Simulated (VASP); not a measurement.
# Si62C (a cell with a defect) in VASP: notebook

Si62C (a cell with a defect) is run at these levels: PBE; tasks: single point.

Program: VASP 6.6.1. These are calculated values, not measurements. Logs are shortened: lines on timing, memory, paths and dates and some standing lists are left out, and cuts for length are marked.

## Step 1: The cell of the first run

The cell holds a defect, 63 atoms: a = 10.860 Å, b = 10.860 Å, c = 10.860 Å, α = 90.00°, β = 90.00°, γ = 90.00°.

## Step 2: Single point, PBE

File INCAR:

```
SYSTEM = Si62C
ALGO = Normal
EDIFF = 1E-6
ENCUT = 520
GGA = PE
ISIF = 2
ISMEAR = -1
LASPH = .TRUE.
LCHARG = .FALSE.
LREAL = Auto
LWAVE = .FALSE.
NBANDS = 163
NELM = 100
PREC = Accurate
SIGMA = 0.02
```

File KPOINTS:

```
k-points
0
G
  1 1 1
  0 0 0
```

File POSCAR:

```
Si62C
1.0
   10.8600000000      0.0000000000      0.0000000000
    0.0000000000     10.8600000000      0.0000000000
    0.0000000000      0.0000000000     10.8600000000
Si C
62 1
Direct
    0.4983649171      0.0012232965      0.0052973297
    0.6249298343      0.1244357274      0.1299761510
    0.7509609576      0.2486436464     -0.0003089319
    0.8758633517      0.3749957643      0.1258073665
    0.7501865562     -0.0069016575      0.2570169429
    0.8751335175      0.1238466851      0.3753186924
   -0.0032221915     -0.0051992634      0.0054658379
    0.1248921731      0.1225782689      0.1256757827
    0.2503088398      0.2492705341      0.0002441989
    0.3770702578      0.3746773481      0.1256263352
    0.5048440147      0.5028734807      0.0054866483
    0.6347342541      0.6250202578      0.1349284530
    0.7502411602      0.7493511050      0.0011302026
    0.8746237569      0.8648424494      0.1348778085
    0.2451044199     -0.0051734807      0.2537385820
    0.3759843462      0.1236191529      0.3739729282
    0.5048041436      0.2544820442      0.2537726519
    0.6347826888      0.3838743094      0.3758127993
    0.7771122468      0.5114903315      0.2623623389
    0.4993359116      0.0003196133      0.5054649171
    0.6227962247      0.1297764273      0.6277061694
    0.7502515654      0.2502029466      0.5002885820
    0.8747048803      0.3839329650      0.6157269797
    0.7450014733      0.0005390424      0.7513139042
    0.8766452118      0.1236694291      0.8746744015
    0.0015136280      0.4981462247     -0.0004752302
    0.1246293738      0.6237341621      0.1258683241
    0.2509275322      0.7486383057     -0.0003151013
    0.3751493554      0.8746486188      0.1299638122
    0.0015126151      0.2488023941      0.2489663904
    0.1247487109      0.3749005525      0.3746726519
    0.2508973297      0.4980614180      0.2489238490
    0.3757811234      0.6244657459      0.3753452118
    0.5065438306      0.7495185083      0.2571091160
    0.6284763352      0.8712696133      0.3924163904
   -0.0061728361     -0.0065913444      0.5001923573
    0.1206891344      0.1246085635      0.6256781768
    0.2509251381      0.2486292818      0.4995568140
    0.3749802026      0.3789154696      0.6256712707
    0.5062054328      0.5057591160      0.5001958564
    0.6273692449      0.6403896869      0.6227851750
    0.8589715470      0.8721558932      0.6225304788
    0.2452347145      0.0012402394      0.7521961326
    0.3745113260      0.1250225599      0.8760550645
    0.4982869245      0.2544222836      0.7522638122
    0.6249443831      0.3789308471      0.8755440147
    0.7502151934      0.5059352670      0.7440544199
    0.8750852670      0.6245231123      0.8746280847
   -0.0118688766      0.7225022099      0.2623837017
    0.1157577348      0.8648648250      0.3758315838
   -0.0117912523      0.5114170350      0.4733470534
    0.1156000000      0.6249485267      0.6157717311
    0.2493867403      0.7493161142      0.5002923573
    0.3698889503      0.8767500921      0.6276203499
   -0.0032531308      0.2545477901      0.7457774401
    0.1249091160      0.3747010129      0.8735152855
    0.2450264273      0.5028709024      0.7457430018
    0.3758800184      0.6229581952      0.8746894107
    0.4990776243      0.7546112339      0.7513732044
    0.6229387661      0.8766983425      0.8805598527
   -0.0064696133      0.7494855433      0.7440157459
    0.1206535912      0.8746605893      0.8755095764
    0.9106909761      0.5889139042      0.3398356354
```

Potentials or basis: VASP PAW PBE potentials, release 64 (Si, C).

Started as:

```sh
$ cat potpaw_PBE.64/Si/POTCAR potpaw_PBE.64/C/POTCAR > POTCAR
$ mpirun -np 1 vasp_gam > vasp.out
```

OUTCAR:

```text
SYSTEM = Si62C
   EDIFF = 1E-6
   ENCUT = 520
   GGA = PE
   ISIF = 2
   ISMEAR = -1
   LASPH = .TRUE.
   LREAL = Auto
   NELM = 100
   PREC = Accurate

 ion  position               nearest neighbor table
   1  0.498  0.001  0.005-  60 2.34   2 2.35  29 2.35  44 2.36
   2  0.625  0.124  0.130-  17 2.35   1 2.35   3 2.39   5 2.41
   3  0.751  0.249  1.000-  25 2.36   4 2.37  46 2.39   2 2.39
   4  0.876  0.375  0.126-  30 2.35  26 2.35  19 2.36   3 2.37
   5  0.750  0.993  0.257-   6 2.35  14 2.35  35 2.38   2 2.41
   6  0.875  0.124  0.375-  36 2.35   5 2.35  22 2.36  30 2.37
[... 26 lines left out ...]
  33  0.376  0.624  0.375-  40 2.35  34 2.35  53 2.36  32 2.37
  34  0.507  0.750  0.257-  33 2.35  12 2.35  35 2.38  29 2.41
  35  0.628  0.871  0.392-  20 2.33   5 2.38  34 2.38
  36  0.994  0.993  0.500-   6 2.35  50 2.35  42 2.38  37 2.41
  37  0.121  0.125  0.626-  55 2.35  43 2.35  38 2.39  36 2.41
  38  0.251  0.249  0.500-  16 2.36  31 2.37  37 2.39  39 2.39
  39  0.375  0.379  0.626-  57 2.35  45 2.35  38 2.39  40 2.41
  40  0.506  0.506  0.500-  33 2.35  18 2.35  41 2.38  39 2.41
  41  0.627  0.640  0.623-  59 2.33  40 2.38  47 2.38
  42  0.859  0.872  0.623-  24 2.33  36 2.38  61 2.38
  43  0.245  0.001  0.752-  54 2.34  37 2.35  62 2.35  44 2.36
  44  0.375  0.125  0.876-   9 2.34   1 2.36  43 2.36  45 2.36
  45  0.498  0.254  0.752-  21 2.34  39 2.35  46 2.35  44 2.36
  46  0.625  0.379  0.876-  11 2.35  45 2.35   3 2.39  47 2.41
  47  0.750  0.506  0.744-  48 2.35  23 2.35  41 2.38  46 2.41
  48  0.875  0.625  0.875-  61 2.35  47 2.35  13 2.36  26 2.37
[... 12 lines left out ...]
  61  0.994  0.749  0.744-  48 2.35  52 2.35  42 2.38  62 2.41
  62  0.121  0.875  0.876-   7 2.35  43 2.35  28 2.39  61 2.41
  63  0.911  0.589  0.340-  19 1.88  51 1.88  49 1.88

  LATTYP: Found a simple cubic cell.
 ALAT       =    10.8600000000

  Lattice vectors:

 A1 = (  10.8600000000,   0.0000000000,   0.0000000000)
 A2 = (   0.0000000000,  10.8600000000,   0.0000000000)
 A3 = (   0.0000000000,   0.0000000000,  10.8600000000)

Analysis of symmetry for initial positions (statically):
=====================================================================
 Subroutine PRICEL returns:
 Original cell was already a primitive cell.

 Routine SETGRP: Setting up the symmetry group for a
 simple cubic supercell.

 Subroutine GETGRP returns: Found  1 space group operations
 (whereof  1 operations were pure point group operations)
 out of a pool of 48 trial point group operations.

The static configuration has the point symmetry C_1 .

Analysis of symmetry for dynamics (positions and initial velocities):
=====================================================================
 Subroutine PRICEL returns:
 Original cell was already a primitive cell.

 Routine SETGRP: Setting up the symmetry group for a
 simple cubic supercell.

 Subroutine GETGRP returns: Found  1 space group operations
 (whereof  1 operations were pure point group operations)
 out of a pool of 48 trial point group operations.

The dynamic configuration has the point symmetry C_1 .

 Subroutine INISYM returns: Found  1 space group operations
 (whereof  1 operations are pure point group operations),
 and found     1 'primitive' translations

----------------------------------------------------------------------------------------

                                     Primitive cell

  volume of cell :    1280.8241

  direct lattice vectors                    reciprocal lattice vectors
    10.860000000  0.000000000  0.000000000     0.092081031  0.000000000  0.000000000
     0.000000000 10.860000000  0.000000000     0.000000000  0.092081031  0.000000000
     0.000000000  0.000000000 10.860000000     0.000000000  0.000000000  0.092081031

  length of vectors
    10.860000000 10.860000000 10.860000000     0.092081031  0.092081031  0.092081031

  position of ions in fractional coordinates (direct lattice)
     0.498364917  0.001223297  0.005297330
     0.624929834  0.124435727  0.129976151
     0.750960958  0.248643646  0.999691068
     0.875863352  0.374995764  0.125807366
     0.750186556  0.993098342  0.257016943
     0.875133517  0.123846685  0.375318692
[... 55 lines left out ...]
     0.120653591  0.874660589  0.875509576
     0.910690976  0.588913904  0.339835635

  ion indices of the primitive-cell ions
   primitive index   ion index
                 1           1
                 2           2
                 3           3
                 4           4
                 5           5
                 6           6
[... 55 lines left out ...]
                62          62
                63          63

----------------------------------------------------------------------------------------

 KPOINTS: k-points

Automatic generation of k-mesh.
 Grid dimensions read from file:
 generate k-points for:    1    1    1

 Generating k-lattice:

  Cartesian coordinates                     Fractional coordinates (reciprocal lattice)
     0.092081031  0.000000000  0.000000000     1.000000000  0.000000000  0.000000000
     0.000000000  0.092081031  0.000000000     0.000000000  1.000000000  0.000000000
     0.000000000  0.000000000  0.092081031     0.000000000  0.000000000  1.000000000

  Length of vectors
     0.092081031  0.092081031  0.092081031

  Shift w.r.t. Gamma in fractional coordinates (k-lattice)
     0.000000000  0.000000000  0.000000000

 Subroutine IBZKPT returns following result:
 ===========================================

 Found      1 irreducible k-points:

 Following reciprocal coordinates:
            Coordinates               Weight
  0.000000  0.000000  0.000000      1.000000
   k-points           NKPTS =      1   k-points in BZ     NKDIM =      1   number of bands    NBANDS=    163
   number of dos      NEDOS =    301   number of ions     NIONS =     63
   total plane-waves  NPLWV = 592704
   dimension x,y,z NGX =    84 NGY =   84 NGZ =   84
   dimension x,y,z NGXF=   168 NGYF=  168 NGZF=  168
   ions per type =              62   1
   NGX,Y,Z   is equivalent  to a cutoff of  12.86, 12.86, 12.86 a.u.
   NGXF,Y,Z  is equivalent  to a cutoff of  25.72, 25.72, 25.72 a.u.
 SYSTEM =  Si62C
   PREC   = accura    normal or accurate (medium, high low for compatibility)
   ISTART =      0    job   : 0-new  1-cont  2-samecut
   ICHARG =      2    charge: 1-file 2-atom 10-const
   ISPIN  =      1    spin polarized calculation?
   LNONCOLLINEAR =      F non collinear calculations
   LSORBIT =      F    spin-orbit coupling
   LASPH  =      T    aspherical Exc in radial PAW
   ENCUT  =  520.0 eV  38.22 Ry    6.18 a.u.  20.19 20.19 20.19*2*pi/ulx,y,z
   NELM   =    100;   NELMIN=  2; NELMDL= -5     # of ELM steps
   EDIFF  = 0.1E-05   stopping-criterion for ELM
   LREAL  =      T    real-space projection
   EDIFFG = 0.1E-04   stopping-criterion for IOM
   NSW    =      0    number of steps for IOM
   IBRION =     -1    ionic relax: 0-MD 1-quasi-New 2-CG
   NFREE  =      0    steps in history (QN), initial steepest desc. (CG)
   ISIF   =      2    stress and relaxation
   ISYM   =      2    0-nonsym 1-usesym 2-fastsym
   POTIM  = 0.5000    time-step for ionic-motion
   TEBEG  =    0.0;   TEEND  =   0.0 temperature during run
   PSTRESS=    0.0 pullay stress
   NELECT =     252.0000    total number of electrons
   NUPDOWN=      -1.0000    fix difference up-down
   EMIN   =  10.00;   EMAX   =-10.00  energy-range for DOS
   EFERMI =   0.00;   METHOD = LEGACY
   ISMEAR =    -1;   SIGMA  =   0.02  broadening in eV -4-tet -1-fermi 0-gaus
   EFERMI_NEDOS =   21; number of points for ismear=-14 and -15
   IALGO  =     38    algorithm
   IMIX   =      4    mixing-type and parameters
     AMIX     =   0.40;   BMIX     =  1.00
     AMIX_MAG =   1.60;   BMIX_MAG =  1.00
  volume/ion in A,a.u.               =      20.33       137.20
  Fermi-wavevector in a.u.,A,eV,Ry     =   0.952164  1.799329 12.335269  0.906617
  Thomas-Fermi vector in A             =   2.080702
   LORBIT       =      0    0 simple, 1 ext, 2 COOP (PROOUT), +10 PAW based schemes
   GGA     = PE    functional components
   LHFCALC =     F    Hartree Fock is set to
   AEXX    =    0.0000 exact exchange contribution
   IVDW    =     0    specifies the selected vdW correction
   LEPSILON=     F    determine dielectric tensor
   LRPA    =     F    only Hartree local field effects (RPA)
 non-spin polarized calculation
  energy-cutoff  :      520.00
  volume of cell :     1280.82
 maximum number of plane-waves:     17229
 NGX is ok and might be reduce to    84
   NGX = 41   NGY = 41   NGZ = 41

 number of electron     251.9999988 magnetization

 Free energy of the ion-electron system (eV)
  ---------------------------------------------------
  ext. energy  EPLUGINS =         0.00000000
  ---------------------------------------------------
  free energy    TOTEN  =      -335.24854383 eV

  energy without entropy =     -335.24683009  energy(sigma->0) =     -335.24768696

 E-fermi :   6.0309     XC(G=0):  -9.3030

 val. band max:        5.9147659604   @ k =   0.0000   0.0000   0.0000
 cond. band min:       6.1588590499   @ k =   0.0000   0.0000   0.0000
 fundamental gap:      0.2440930894
 Fermi energy:         6.0309249963

 k-point     1 :       0.0000    0.0000    0.0000
  band No.  band energies     occupation
      1      -6.5995      2.00000
      2      -6.0460      2.00000
      3      -5.1988      2.00000
      4      -5.1984      2.00000
      5      -5.1796      2.00000
      6      -5.1783      2.00000
[... 130 lines left out ...]
    137       6.7913      0.00000
    138       6.9364      0.00000
 [bands above 138 left out]

------------------------ aborting loop because EDIFF is reached ----------------------------------------

  FORCE on cell =-STRESS in cart. coord.  units (eV):
  Direction    XX          YY          ZZ          XY          YZ          ZX
  --------------------------------------------------------------------------------------
  -------------------------------------------------------------------------------------
  Total        5.7541359      5.7975171      5.6217003     -8.3545550      8.3621536     -8.3672196
  in kB        7.1978240      7.2520893      7.0321608    -10.4506771     10.4601821    -10.4665192
  external PRESSURE =       7.1606914 kB  Pullay stress =       0.0000000 kB

 VOLUME and BASIS-vectors are now :
 -----------------------------------------------------------------------------
  energy-cutoff  :      520.00
  volume of cell :     1280.82
      direct lattice vectors                 reciprocal lattice vectors
    10.860000000  0.000000000  0.000000000     0.092081031  0.000000000  0.000000000
     0.000000000 10.860000000  0.000000000     0.000000000  0.092081031  0.000000000
     0.000000000  0.000000000 10.860000000     0.000000000  0.000000000  0.092081031

 POSITION                                       TOTAL-FORCE (eV/Angst)
 -----------------------------------------------------------------------------------
      5.41224      0.01328      0.05753         0.001270     -0.000599      0.000443
      6.78674      1.35137      1.41154        -0.002136      0.003702     -0.001302
      8.15544      2.70027     10.85664         0.001396     -0.001192     -0.004548
      9.51188      4.07245      1.36627         0.001153      0.000107      0.001142
      8.14703     10.78505      2.79120         0.001151     -0.001019     -0.001492
      9.50395      1.34498      4.07596         0.000921     -0.001216     -0.000422
[... 55 lines left out ...]
      1.31030      9.49881      9.50803         0.003243      0.001457      0.003993
      9.89010      6.39560      3.69062         0.003789     -0.008792      0.004766
 -----------------------------------------------------------------------------------
    total drift:                               -0.004452     -0.000060      0.025104

  FREE ENERGIE OF THE ION-ELECTRON SYSTEM (eV)
  ---------------------------------------------------
  free  energy   TOTEN  =      -335.2485438307 eV

  energy  without entropy=     -335.2468300922  energy(sigma->0) =     -335.24768696
```

It took 7.4 min on 1 thread of Intel Xeon Platinum 8259CL at 2.50GHz (Skylake/Cascade Lake), shared host; peak memory 1 GiB.

What came out:

```
Free energy   : -335.2485 eV
Pressure      : 0.7 GPa
Largest force : 0.020 eV/Å
```

Forces on the atoms (eV/Å):
```
Si   0.001 -0.001  0.000
Si  -0.002  0.004 -0.001
Si   0.001 -0.001 -0.005
Si   0.001  0.000  0.001
Si   0.001 -0.001 -0.001
Si   0.001 -0.001  0.000
Si   0.003  0.000  0.004
Si   0.001  0.006 -0.004
Si   0.001 -0.003 -0.001
Si  -0.003 -0.003 -0.003
Si  -0.003 -0.003  0.001
Si  -0.001  0.005 -0.002
Si   0.000  0.000 -0.002
Si  -0.003  0.004 -0.004
Si   0.002  0.002 -0.004
Si   0.003 -0.005 -0.004
Si  -0.003  0.003 -0.005
Si  -0.001  0.000  0.006
Si  -0.011 -0.012 -0.011
Si  -0.003  0.002  0.002
Si  -0.001  0.004 -0.003
Si   0.003  0.000  0.003
Si  -0.004 -0.003  0.001
Si  -0.003 -0.001  0.002
Si   0.000  0.000 -0.003
Si   0.001 -0.004  0.002
Si   0.000 -0.001 -0.002
Si   0.001 -0.001 -0.003
Si  -0.005  0.005  0.000
Si   0.005 -0.001 -0.006
Si   0.003  0.000  0.003
Si   0.000 -0.002 -0.003
Si   0.000  0.000 -0.002
Si   0.001 -0.006 -0.001
Si  -0.005  0.005 -0.002
Si   0.002  0.001 -0.001
Si   0.003  0.004  0.003
Si   0.004  0.002  0.001
Si  -0.008 -0.003  0.002
Si   0.000 -0.003 -0.002
Si  -0.005  0.000  0.006
Si  -0.001  0.004  0.007
Si  -0.006  0.002  0.001
Si   0.001  0.002  0.002
Si  -0.001  0.003  0.002
Si  -0.001 -0.001  0.006
Si  -0.001 -0.002  0.001
Si   0.000  0.001  0.003
Si   0.011  0.012 -0.010
Si  -0.001 -0.002  0.005
Si   0.011 -0.011  0.011
Si   0.002  0.005  0.000
Si  -0.001  0.000  0.001
Si  -0.003  0.002  0.001
Si   0.002  0.005 -0.002
Si   0.004 -0.004  0.002
Si  -0.002 -0.002 -0.001
Si   0.003 -0.002 -0.003
Si  -0.002  0.002  0.001
Si  -0.006  0.004  0.005
Si   0.004 -0.002 -0.001
Si   0.003  0.001  0.004
C    0.004 -0.009  0.005
```

Stress tensor (GPa, compression positive):
```
 0.72 -1.05 -1.05
-1.05  0.73  1.05
-1.05  1.05  0.70
```

Caveat: the k points lie up to 0.58 Å⁻¹ apart.

(Part 1 of 2 ends here.)
